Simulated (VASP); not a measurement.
Al, 2 atoms in the cell. It takes space group P6_3/mmc (No. 194, hexagonal). The conventional cell has a = 2.738 Å, b = 2.738 Å, c = 4.499 Å, α = 90.00°, β = 90.00°, γ = 120.00°. Al (site symmetry -6m2) has 12 Al at 2.74 to 2.75 Å within 3.6 Å. 

| Item | Value |
| --- | --- |
| Program | VASP 6.6.1 |
| Task | relaxation of cell and atoms |
| Functional | PBE |
| Potentials or basis | VASP PAW PBE potentials, release 64 (Al) |
| Cutoff | 600 eV |
| k mesh | 16 × 16 × 9 |
| Occupations | fermi-dirac, width 0.1 eV |
| Spin | no spin polarisation |
| Target pressure | 13 GPa |
| Dipole correction | no |
| Further INCAR settings | ALGO = Normal; EDIFF = 1e-06; IBRION = 2; EDIFFG = -0.005; NSW = 32; ISIF = 3 |

Potentials or basis: VASP PAW PBE potentials, release 64 (Al).

Launch:

```console
$ cat potpaw_PBE.64/Al/POTCAR > POTCAR
$ mpirun -np 1 vasp_std > vasp.out
```

Hardware: 1 thread of Intel(R) Xeon(R) 6975P-C (Granite Rapids) (shared host).

Task: Estimate the wall time of this run.

Result: Run time: 8.8 s on 1 thread of Intel(R) Xeon(R) 6975P-C (Granite Rapids) (shared host), peak memory 0.17 GiB. Counts: scf iterations 10, k points 150, ion steps 1.
